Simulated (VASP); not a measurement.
Write the native input for VASP 6.6.1 that does the following.

* Task: single point
* Functional: PBE
* Potentials or basis: VASP PAW PBE potentials, release 64 (In_d, Sb, H)
* Cutoff: 520 eV
* k mesh: 1 × 1 × 12
* Occupations: gaussian, width 0.05 eV
* Spin: no spin polarisation
* Dipole correction: no
* Further INCAR settings: LREAL = Auto; ALGO = Normal; EDIFF = 1e-06; NBANDS = 88

The structure of In7Sb7H12 lies in POSCAR:

```
In7Sb7H12
1.0
   21.2000000000      0.0000000000      0.0000000000
    0.0000000000     21.2000000000      0.0000000000
    0.0000000000      0.0000000000      4.6915474098
In Sb H
7 7 12
Direct
    0.5000000000      0.5000000000      0.0000000000
    0.3893502969      0.6564823107      0.5000000000
    0.3893502969      0.3435176893      0.5000000000
    0.6106497031      0.6564823107      0.5000000000
    0.6106497031      0.3435176893      0.5000000000
    0.2787005939      0.5000000000      0.0000000000
    0.7212994061      0.5000000000      0.0000000000
    0.5000000000      0.5782411554      0.5000000000
    0.5000000000      0.2652765339      0.5000000000
    0.6106497031      0.4217588446      0.0000000000
    0.3893502969      0.7347234661      0.0000000000
    0.3893502969      0.4217588446      0.0000000000
    0.2787005939      0.5782411554      0.5000000000
    0.7212994061      0.5782411554      0.5000000000
    0.5000000000      0.2187072433      0.2023990101
    0.5000000000      0.2187072433      0.7976009899
    0.3223359549      0.2961313936      0.5000000000
    0.6106497031      0.7038686064      0.1971779401
    0.6106497031      0.7038686064      0.8028220599
    0.6776640451      0.2961313936      0.5000000000
    0.4552092193      0.7812927567      0.0000000000
    0.3234913746      0.7812927567      0.0000000000
    0.2116862519      0.4526137043      0.0000000000
    0.7883137481      0.4526137043      0.0000000000
    0.2128416715      0.6248104460      0.5000000000
    0.7871583285      0.6248104460      0.5000000000
```

One way to write it, as run:

INCAR

```
SYSTEM = In7Sb7H12
ALGO = Normal
EDIFF = 1E-6
ENCUT = 520
GGA = PE
ISIF = 2
ISMEAR = 0
KPAR = 4
LASPH = .True.
LCHARG = .True.
LREAL = Auto
LVHAR = .True.
LWAVE = .False.
NBANDS = 88
NELM = 100
PREC = Accurate
SIGMA = 0.05
```

KPOINTS

```
k-points
0
Gamma
  1 1 12
  0 0 0
```

Potentials or basis: VASP PAW PBE potentials, release 64 (In_d, Sb, H).

Command:

```bash
$ cat potpaw_PBE.64/In_d/POTCAR potpaw_PBE.64/Sb/POTCAR potpaw_PBE.64/H/POTCAR > POTCAR
$ mpirun -np 4 vasp_std > vasp.out
```

It gave:

| Quantity | Value |
| --- | --- |
| Largest force | 1.015 eV/Å |
| Band gap on the k mesh | 0.25 eV |

Caveat: semilocal functionals underestimate gaps, and a narrow one can read as zero; spin-orbit coupling is left out, which moves the levels of the heavy elements.

Run time: 20 min on 4 MPI ranks on Intel(R) Xeon(R) Platinum 8375C CPU @ 2.90GHz (Ice Lake), on a shared host, peak memory 2.3 GiB a rank.
